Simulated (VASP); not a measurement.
# Si8NO14 (a cell with a defect) in VASP: further runs

Si8NO14 (a cell with a defect) is run at these levels: LDA; tasks: single point.

Everything below comes from runs of VASP 6.6.1. Logs are shortened: lines on timing, memory, paths and dates and some standing lists are left out, and cuts for length are marked.

## Step 1: The cell of the first run

The cell holds a defect, 23 atoms: a = 5.896 Å, b = 5.896 Å, c = 5.330 Å, α = 90.00°, β = 90.00°, γ = 90.00°.

## Step 2: Single point, LDA, collinear spin, zero start

INCAR reads:

```
SYSTEM = Si8NO14
  ALGO = Normal
  EDIFF = 1E-6
  ENCUT = 520
  GGA = CA
  GGA_COMPAT = .FALSE.
  ISIF = 2
  ISMEAR = 0
  ISPIN = 2
  LASPH = .TRUE.
  LCHARG = .FALSE.
  LORBIT = 11
  LREAL = .FALSE.
  LWAVE = .FALSE.
  MAGMOM = 0 0 0 0 0 0 0 0 0 0 0 0 0 0 0 0 0 0 0 0 0 0 0
  NBANDS = 82
  NELM = 200
  PREC = Accurate
  SIGMA = 0.05
```

KPOINTS reads:

```
k-points
0
G
  1 1 1
  0 0 0
```

POSCAR reads:

```
Si8NO14
1.0
   -4.1693000000     -4.1693000000      0.0000000000
    4.1693000000     -4.1693000000      0.0000000000
    0.0000000000      0.0000000000      5.3304000000
Si O N
8 14 1
Direct
    0.4995312163      0.4997214161      0.0010942894
   -0.0004585902      0.4858738877      0.2515347816
    0.4995242607      0.4997149402      0.5019842789
   -0.0004836543      0.5329620080      0.7515396593
   -0.0004666251     -0.0140823400      0.0065464130
    0.4995429688      0.0068286043      0.2515405973
   -0.0004722615     -0.0140558367      0.4965210866
    0.4995439282      0.0020875207      0.7515404097
    0.1925413139      0.4886879092     -0.0000296413
   -0.0004825750      0.1850267431      0.2515225874
    0.8065103255      0.4887195692     -0.0000227000
   -0.0004396421      0.7942577891      0.2515351568
    0.1925416737      0.4886669225      0.5031050203
    0.8065044492      0.4887129734      0.5030913252
    0.6929905500      0.0065573358      0.0027172445
    0.4995055525      0.6959497997      0.2515370329
    0.3060678051      0.0065611733      0.0027103032
    0.4995188641      0.3094121315      0.2515347816
    0.6929936680      0.0065712470      0.5003645130
    0.4995200633      0.6949555081      0.7515411601
    0.3060712829      0.0065548174      0.5003723923
    0.4995222220      0.3069201065      0.7515458502
   -0.0004701029      0.8183081093      0.7515244635
```

Potentials or basis: VASP PAW LDA potentials, release 64 (Si, O, N).

On the command line:

```
cat potpaw_LDA.64/Si/POTCAR potpaw_LDA.64/O/POTCAR potpaw_LDA.64/N/POTCAR > POTCAR
mpirun -np 1 vasp_gam > vasp.out
```

OUTCAR:

```text
SYSTEM = Si8NO14
   EDIFF = 1E-6
   ENCUT = 520
   GGA = CA
   ISIF = 2
   ISMEAR = 0
   ISPIN = 2
   LASPH = .TRUE.
   LORBIT = 11
   LREAL = .FALSE.
   NELM = 200
   PREC = Accurate

 ion  position               nearest neighbor table
   1  0.500  0.500  0.001-  18 1.74  22 1.75  20 1.76  16 1.77  11 1.81   9 1.81   3 2.66   3 2.67

   2  1.000  0.486  0.252-   9 1.76  13 1.76  11 1.76  14 1.76  10 1.77  12 1.82   4 2.68   4 2.68

   3  0.500  0.500  0.502-  18 1.74  22 1.75  20 1.76  16 1.77  14 1.81  13 1.81   1 2.66   1 2.67
[... 12 lines left out ...]
  10  1.000  0.185  0.252-   7 1.76   5 1.76   2 1.77
  11  0.807  0.489  1.000-   2 1.76   4 1.77   1 1.81
  12  1.000  0.794  0.252-   5 1.73   7 1.73   2 1.82
  13  0.193  0.489  0.503-   2 1.76   4 1.77   3 1.81
  14  0.807  0.489  0.503-   2 1.76   4 1.77   3 1.81
  15  0.693  0.007  0.003-   6 1.75   8 1.76   5 1.81
  16  0.500  0.696  0.252-   1 1.77   3 1.77   6 1.83
  17  0.306  0.007  0.003-   6 1.75   8 1.76   5 1.81
  18  0.500  0.309  0.252-   1 1.74   3 1.74   6 1.78
  19  0.693  0.007  0.500-   6 1.75   8 1.76   7 1.81
  20  0.500  0.695  0.752-   1 1.76   3 1.76   8 1.81
  21  0.306  0.007  0.500-   6 1.75   8 1.76   7 1.81
  22  0.500  0.307  0.752-   1 1.75   3 1.75   8 1.80
  23  1.000  0.818  0.752-   5 1.68   7 1.68   4 1.68

  LATTYP: Found a simple tetragonal cell.
 ALAT       =     5.8962806056
 C/A-ratio  =     0.9040275313

  Lattice vectors:

 A1 = (  -4.1693000000,  -4.1693000000,   0.0000000000)
 A2 = (   4.1693000000,  -4.1693000000,   0.0000000000)
 A3 = (   0.0000000000,   0.0000000000,   5.3304000000)

Analysis of symmetry for initial positions (statically):
=====================================================================
 Subroutine PRICEL returns:
 Original cell was already a primitive cell.

 Routine SETGRP: Setting up the symmetry group for a
 simple tetragonal supercell.

 Subroutine GETGRP returns: Found  1 space group operations
 (whereof  1 operations were pure point group operations)
 out of a pool of 16 trial point group operations.

The static configuration has the point symmetry C_1 .

Analysis of symmetry for dynamics (positions and initial velocities):
=====================================================================
 Subroutine PRICEL returns:
 Original cell was already a primitive cell.

 Routine SETGRP: Setting up the symmetry group for a
 simple tetragonal supercell.

 Subroutine GETGRP returns: Found  1 space group operations
 (whereof  1 operations were pure point group operations)
 out of a pool of 16 trial point group operations.

The dynamic configuration has the point symmetry C_1 .

Analysis of structural, dynamic, and magnetic symmetry:
=====================================================================
 Subroutine PRICEL returns:
 Original cell was already a primitive cell.

 Routine SETGRP: Setting up the symmetry group for a
 simple tetragonal supercell.

 Subroutine GETGRP returns: Found  1 space group operations
 (whereof  1 operations were pure point group operations)
 out of a pool of 16 trial point group operations.

The overall configuration has the point symmetry C_1 .

 Subroutine INISYM returns: Found  1 space group operations
 (whereof  1 operations are pure point group operations),
 and found     1 'primitive' translations

----------------------------------------------------------------------------------------

                                     Primitive cell

  volume of cell :     185.3174

  direct lattice vectors                    reciprocal lattice vectors
    -4.169300000 -4.169300000  0.000000000    -0.119924208 -0.119924208  0.000000000
     4.169300000 -4.169300000  0.000000000     0.119924208 -0.119924208  0.000000000
     0.000000000  0.000000000  5.330400000     0.000000000  0.000000000  0.187603182

  length of vectors
     5.896280606  5.896280606  5.330400000     0.169598441  0.169598441  0.187603182
[... 81 lines left out ...]
   k-points           NKPTS =      1   k-points in BZ     NKDIM =      1   number of bands    NBANDS=     82
   number of dos      NEDOS =    301   number of ions     NIONS =     23
   total plane-waves  NPLWV =  92160
   dimension x,y,z NGX =    48 NGY =   48 NGZ =   40
   dimension x,y,z NGXF=    96 NGYF=   96 NGZF=   80
   ions per type =               8  14   1
   NGX,Y,Z   is equivalent  to a cutoff of  13.53, 13.53, 12.48 a.u.
   NGXF,Y,Z  is equivalent  to a cutoff of  27.07, 27.07, 24.95 a.u.
 SYSTEM =  Si8NO14
   PREC   = accura    normal or accurate (medium, high low for compatibility)
   ISTART =      0    job   : 0-new  1-cont  2-samecut
   ICHARG =      2    charge: 1-file 2-atom 10-const
   ISPIN  =      2    spin polarized calculation?
   LNONCOLLINEAR =      F non collinear calculations
   LSORBIT =      F    spin-orbit coupling
   LASPH  =      T    aspherical Exc in radial PAW
   ENCUT  =  520.0 eV  38.22 Ry    6.18 a.u.  10.96 10.96  9.91*2*pi/ulx,y,z
   NELM   =    200;   NELMIN=  2; NELMDL= -5     # of ELM steps
   EDIFF  = 0.1E-05   stopping-criterion for ELM
   LREAL  =      F    real-space projection
   EDIFFG = 0.1E-04   stopping-criterion for IOM
   NSW    =      0    number of steps for IOM
   IBRION =     -1    ionic relax: 0-MD 1-quasi-New 2-CG
   NFREE  =      0    steps in history (QN), initial steepest desc. (CG)
   ISIF   =      2    stress and relaxation
   ISYM   =      2    0-nonsym 1-usesym 2-fastsym
   POTIM  = 0.5000    time-step for ionic-motion
   TEBEG  =    0.0;   TEEND  =   0.0 temperature during run
   PSTRESS=    0.0 pullay stress
   NELECT =     121.0000    total number of electrons
   NUPDOWN=      -1.0000    fix difference up-down
   EMIN   =  10.00;   EMAX   =-10.00  energy-range for DOS
   EFERMI =   0.00;   METHOD = LEGACY
   ISMEAR =     0;   SIGMA  =   0.05  broadening in eV -4-tet -1-fermi 0-gaus
   EFERMI_NEDOS =   21; number of points for ismear=-14 and -15
   IALGO  =     38    algorithm
   IMIX   =      4    mixing-type and parameters
     AMIX     =   0.40;   BMIX     =  1.00
     AMIX_MAG =   1.60;   BMIX_MAG =  1.00
  volume/ion in A,a.u.               =       8.06        54.37
  Fermi-wavevector in a.u.,A,eV,Ry     =   1.420249  2.683882 27.444422  2.017108
  Thomas-Fermi vector in A             =   2.541184
   LORBIT       =     11    0 simple, 1 ext, 2 COOP (PROOUT), +10 PAW based schemes
   GGA     = CA    functional components
   LHFCALC =     F    Hartree Fock is set to
   AEXX    =    0.0000 exact exchange contribution
   IVDW    =     0    specifies the selected vdW correction
   LEPSILON=     F    determine dielectric tensor
   LRPA    =     F    only Hartree local field effects (RPA)
 spin polarized calculation
 Gauss-broadening in eV      SIGMA  =   0.05
  energy-cutoff  :      520.00
  volume of cell :      185.32
 maximum number of plane-waves:      2500
 NGX is ok and might be reduce to    42
   NGX = 21   NGY = 21   NGZ = 19

 number of electron     120.9999973 magnetization      -0.0005614

 number of electron     120.9999973 magnetization       0.0005437

 Free energy of the ion-electron system (eV)
  ---------------------------------------------------
  ext. energy  EPLUGINS =         0.00000000
  ---------------------------------------------------
  free energy    TOTEN  =      -192.35068174 eV

  energy without entropy =     -192.32247229  energy(sigma->0) =     -192.33657701

 E-fermi :   9.6637     XC(G=0): -12.5166

 val. band max:        9.6636682689   @ k =   0.0000   0.0000   0.0000
 cond. band min:       9.6637733732   @ k =   0.0000   0.0000   0.0000
 fundamental gap:      0.0001051043
 Fermi energy:         9.6637208211

 spin component 1

 k-point     1 :       0.0000    0.0000    0.0000
  band No.  band energies     occupation
      1     -14.3909      1.00000
      2     -12.7098      1.00000
      3     -12.6519      1.00000
      4     -11.7518      1.00000
      5     -11.6344      1.00000
      6     -11.3796      1.00000
[... 64 lines left out ...]
     71      17.0430      0.00000
     72      17.3238      0.00000
 Fermi energy:         9.6637208211

 spin component 2

 k-point     1 :       0.0000    0.0000    0.0000
  band No.  band energies     occupation
      1     -14.3908      1.00000
      2     -12.7098      1.00000
      3     -12.6518      1.00000
      4     -11.7518      1.00000
      5     -11.6343      1.00000
      6     -11.3795      1.00000
[... 64 lines left out ...]
     71      17.0430      0.00000
     72      17.3239      0.00000
 [bands above 72 left out]

------------------------ aborting loop because EDIFF is reached ----------------------------------------

  FORCE on cell =-STRESS in cart. coord.  units (eV):
  Direction    XX          YY          ZZ          XY          YZ          ZX
  --------------------------------------------------------------------------------------
  -------------------------------------------------------------------------------------
  Total       -0.3013581     -0.2974804     13.5484424     -2.5876456      0.0010165     -0.0008780
  in kB       -2.6054178     -2.5718930    117.1342402    -22.3717152      0.0087885     -0.0075911
  external PRESSURE =      37.3189765 kB  Pullay stress =       0.0000000 kB

 VOLUME and BASIS-vectors are now :
 -----------------------------------------------------------------------------
  energy-cutoff  :      520.00
  volume of cell :      185.32
      direct lattice vectors                 reciprocal lattice vectors
    -4.169300000 -4.169300000  0.000000000    -0.119924208 -0.119924208  0.000000000
     4.169300000 -4.169300000  0.000000000     0.119924208 -0.119924208  0.000000000
     0.000000000  0.000000000  5.330400000     0.000000000  0.000000000  0.187603182

 POSITION                                       TOTAL-FORCE (eV/Angst)
 -----------------------------------------------------------------------------------
      0.00079     -4.16618      0.00583         0.019564     -0.017990      0.032274
     -2.14163     -6.19314      1.34078         0.085567     -0.083967      0.000281
      0.00080     -4.16613      2.67578         0.019289     -0.018751     -0.032575
     -1.94521     -6.38936      4.00601        -0.061879      0.060333     -0.001167
     -0.05677     -8.27794      0.03489        -0.145205      0.143159      0.148593
     -2.05427     -2.11121      1.34081        -0.077794      0.083461     -0.000324
[... 15 lines left out ...]
     -0.80302     -3.36230      4.00604         0.027920     -0.029889     -0.000528
     -0.75557     -7.57911      4.00593         0.493496     -0.492652      0.000582
 -----------------------------------------------------------------------------------
    total drift:                               -0.001532      0.001189      0.002791

  FREE ENERGIE OF THE ION-ELECTRON SYSTEM (eV)
  ---------------------------------------------------
  free  energy   TOTEN  =      -192.3506817377 eV

  energy  without entropy=     -192.3224722897  energy(sigma->0) =     -192.33657701

 total charge

# of ion       s       p       d       tot
------------------------------------------
    1        0.558   0.936   0.000   1.494
    2        0.558   0.935   0.000   1.492
    3        0.558   0.936   0.000   1.494
    4        0.636   0.897   0.000   1.534
    5        0.612   0.950   0.000   1.562
    6        0.574   0.938   0.000   1.513
[... 15 lines left out ...]
   22        1.531   3.706   0.000   5.236
   23        1.213   2.828   0.000   4.041
--------------------------------------------------
tot         27.355  61.919   0.000  89.275

 magnetization (x)

# of ion       s       p       d       tot
------------------------------------------
    1        0.000   0.000   0.000   0.000
    2        0.000  -0.000   0.000  -0.000
    3        0.000   0.000   0.000   0.000
    4        0.000   0.000   0.000   0.000
    5        0.000   0.000   0.000   0.000
    6        0.000  -0.000   0.000   0.000
[... 15 lines left out ...]
   22        0.000   0.000   0.000   0.000
   23        0.000   0.000   0.000   0.000
--------------------------------------------------
tot          0.000   0.000   0.000   0.001
```

Wall time 59 s (1 thread of Intel Xeon Platinum 8559C (Emerald Rapids), shared host); peak memory 0.25 GiB.

Results:

```yaml
Free_energy: -192.3507 eV
Pressure: 3.7 GPa
Largest_force: 0.697 eV/Å
Net_moment: 0.00 μB per cell
Valence_electrons_inside_the_program's_atomic_spheres: Si 1.49, 1.53, 1.56, 1.51, 1.48 (each value once); O 5.21, 5.25, 5.22, 5.20, 5.24 (each value once); N 4.04
```

Forces on the atoms (eV/Å):
```
Si   0.020 -0.018  0.032
Si   0.086 -0.084  0.000
Si   0.019 -0.019 -0.033
Si  -0.062  0.060 -0.001
Si  -0.145  0.143  0.149
Si  -0.078  0.083  0.000
Si  -0.147  0.144 -0.149
Si  -0.033  0.038  0.000
O    0.039 -0.002 -0.003
O   -0.120  0.120  0.001
O    0.001 -0.038 -0.003
O    0.045 -0.043  0.001
O    0.039 -0.002  0.003
O    0.001 -0.038  0.003
O   -0.025  0.086 -0.052
O    0.029 -0.030  0.001
O   -0.088  0.023 -0.052
O    0.136 -0.138  0.000
O   -0.025  0.087  0.052
O   -0.127  0.127  0.000
O   -0.087  0.023  0.051
O    0.028 -0.030 -0.001
N    0.493 -0.493  0.001
```

Caveat: the k points lie up to 1.18 Å⁻¹ apart.

## Step 3: Single point, LDA, collinear spin, zero start

INCAR reads:

```
SYSTEM = Si8NO14
PREC     = Accurate       ! precision mode
ENCUT    = 520            ! plane-wave cutoff, eV
EDIFF    = 1E-6           ! SCF threshold, eV
ISMEAR   = 0              ! smearing method
SIGMA    = 0.05           ! smearing width, eV
LREAL    = .False.        ! projectors in reciprocal space
LASPH    = .True.         ! aspherical terms in the spheres
NELM     = 200            ! most SCF steps
ALGO     = Normal         ! electronic algorithm
ISIF     = 2              ! what is computed and relaxed
LWAVE    = .False.        ! write WAVECAR
LCHARG   = .False.        ! write CHGCAR
ISPIN    = 2              ! spin polarisation
MAGMOM   = 0 0 0 0 0 0 0 0 0 0 0 0 0 0 0 0 0 0 0 0 0 0 0 ! initial moments
LORBIT   = 11             ! projections on sites
GGA      = CA             ! functional
NBANDS   = 82             ! bands
GGA_COMPAT= .False.
```

KPOINTS reads:

```
Automatic mesh
0
Gamma
  1 1 1
  0 0 0
```

POSCAR reads:

```
Si8NO14
1.0
   -4.1693000000     -4.1693000000      0.0000000000
    4.1693000000     -4.1693000000      0.0000000000
    0.0000000000      0.0000000000      5.3304000000
Si O N
8 14 1
Direct
    0.4996469431      0.4970345142      0.0026778478
   -0.0003526971      0.4989220013      0.2511528216
    0.4996465834      0.4970329552      0.4996274201
   -0.0003541362      0.5129612885      0.7511524463
   -0.0003511381     -0.0007804667      0.0233973060
    0.4996464634     -0.0013357158      0.2511528216
   -0.0003535366     -0.0007735111      0.4789098379
    0.4996473029     -0.0035237330      0.7511526339
    0.1930818123      0.4981246252      0.0026656536
   -0.0003552155      0.1976281390      0.2511494447
    0.8062108747      0.4981265440      0.0026665916
   -0.0003522174      0.7994491881      0.2511556356
    0.1930818123      0.4981207877      0.4996396143
    0.8062107548      0.4981230662      0.4996386763
    0.6902747464      0.0009700669      0.0102007354
    0.4996445446      0.6898978246      0.2511537596
    0.3090172211      0.0009719857      0.0102003602
    0.4996465834      0.3068900055      0.2511516959
    0.6902749862      0.0009739045      0.4921045325
    0.4996458638      0.6906206078      0.7511516959
    0.3090177008      0.0009753436      0.4921052829
    0.4996475428      0.3033047514      0.7511535720
   -0.0003550956      0.9030956036      0.7511526339
```

Potentials or basis: VASP PAW LDA potentials, release 64 (Si, O, N).

On the command line:

```
cat potpaw_LDA.64/Si/POTCAR potpaw_LDA.64/O/POTCAR potpaw_LDA.64/N/POTCAR > POTCAR
mpirun -np 1 vasp_gam > vasp.out
```

Wall time 37 s (1 thread of Intel Xeon Platinum 8559C (Emerald Rapids), shared host); peak memory 0.24 GiB.

The run converged. Its results:

```
Free energy                                           : -190.2006 eV
Pressure                                              : 10.8 GPa
Largest force                                         : 4.980 eV/Å
Net moment                                            : 0.00 μB per cell
Valence electrons inside the program's atomic spheres : Si 1.50, 1.51, 1.45, 1.68, 1.59, 1.44 (each value once); O 5.22, 5.26, 5.28, 5.23, 5.24 (each value once); N 4.04
```

Forces in eV/Å, atoms in the order of the input:
```
Si   0.075 -0.075 -0.067
Si   0.165 -0.165  0.000
Si   0.075 -0.075  0.067
Si   0.700 -0.700  0.000
Si   0.151 -0.151 -0.544
Si   0.135 -0.135  0.000
Si   0.151 -0.151  0.544
Si   0.054 -0.054  0.000
O    0.096 -0.122 -0.098
O    0.110 -0.110  0.000
O    0.122 -0.096 -0.098
O    0.157 -0.157  0.000
O    0.096 -0.122  0.098
O    0.122 -0.096  0.098
O    0.166 -0.290 -0.144
O    0.170 -0.170  0.000
O    0.290 -0.166 -0.144
O    0.090 -0.090  0.000
O    0.166 -0.290  0.144
O    0.088 -0.088  0.000
O    0.290 -0.166  0.144
O    0.054 -0.054  0.000
N   -3.521  3.521  0.000
```

Stress tensor (GPa, compression positive):
```
 2.54  0.88  0.00
 0.88  2.54  0.00
 0.00  0.00 27.43
```

Levels at points of the mesh, in eV from the Fermi level:
Spin up:
```tsv
k point	band 57	band 58	band 59	band 60	band 61	band 62	band 63	band 64	band 65	band 66
(0.00, 0.00, 0.00)	-3.93	-3.72	-2.94	-1.17	0.00	3.39	3.80	3.93	4.34	4.46
```
Spin down:
```csv
k point,band 57,band 58,band 59,band 60,band 61,band 62,band 63,band 64
"(0.00, 0.00, 0.00)",-3.93,-3.72,-2.94,-1.17,0.00,3.39,3.80,3.93
```

Caveat: the k points lie up to 1.18 Å⁻¹ apart.

(Part 1 of 2 ends here.)
